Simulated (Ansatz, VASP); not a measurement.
**TaN in VASP and in Ansatz**

Contents of INCAR:

```
PREC = Accurate
ENCUT = 520
EDIFF = 1E-7
ISMEAR = 0
SIGMA = 0.15
LREAL = False
LASPH = True
NELM = 80
ALGO = Normal
ISIF = 2
LWAVE = False
LCHARG = False
GGA = PS
NBANDS = 15
```

The input KPOINTS:

```
regular mesh
0
Gamma
  18 18 16
```

POSCAR

```
TaN
1.0
    2.9086188698      0.0000000000      0.0000000000
   -1.4543094349      2.5698254642      0.0000000000
    0.0000000000      0.0000000000      2.8830000000
Ta N
1 1
Direct
    0.3333333333      0.6666666667      0.5000000000
    0.0000000000      0.0000000000      0.0000000000
```

Input for Ansatz:

```yaml
crystal:
  lattice:
    - [2.9086188698, 0.0, 0.0]
    - [-1.4543094349, 2.5698254642, 0.0]
    - [0.0, 0.0, 2.883]
  atoms:
    - { symbol: Ta, position: [0.3333333333, 0.6666666667, 0.5] }
    - { symbol: "N", position: [0.0, 0.0, 0.0] }
basis:
  ecutwfc: 420
kpoints:
  mp_grid: { grid: [18, 18, 16] }
hamiltonian:
  xc: pbesol
scf:
  occupations: { method: gaussian, width: 0.15 }
output:
  forces: true
  stress: true
  eigenvalues: true
```

Change from the starting cell: strain -0.0100 x Voigt [1, -1, 0, 0, 0, 0], atoms carried along.

Alike in both runs: task single point; functional PBEsol; k mesh 18 × 18 × 16; occupations gaussian, width 0.15 eV; no spin polarisation.

|  | VASP | Ansatz |
| --- | --- | --- |
| version | VASP 6.6.1 | Ansatz 0.2.0 |
| potentials or method | VASP PAW PBE potentials, release 64 (Ta_pv, N), cutoff 520 eV | scalar-relativistic, plane waves, PAW |
| valence electrons in the cell | 16 | 18 |

|  | VASP | Ansatz | Ansatz less VASP |
| --- | --- | --- | --- |
| gap on the k mesh at the Fermi level (eV) | none | none | - |
| pressure (GPa) | -4.0 | -4.8 | -0.79 |
| traceless stress, the component that is largest in VASP (GPa) | 4.59 | 4.64 | +0.055 |
| rms of the force components (eV/Å) | 0.018 | 0.017 | -0.0016 |

VASP's potentials were made for PBE, not for PBEsol. Atom by atom the forces differ by 0.002 eV/Å (rms over components). A gap of «none» marks a metal or a gap that the smearing closes. With one functional, cell and mesh, what is left measures potentials, basis and numerics. VASP's potentials hold 16 valence electrons a cell and Ansatz's 18, so a difference there can come from the potentials and not from the codes.

Neither program's run includes spin-orbit coupling.
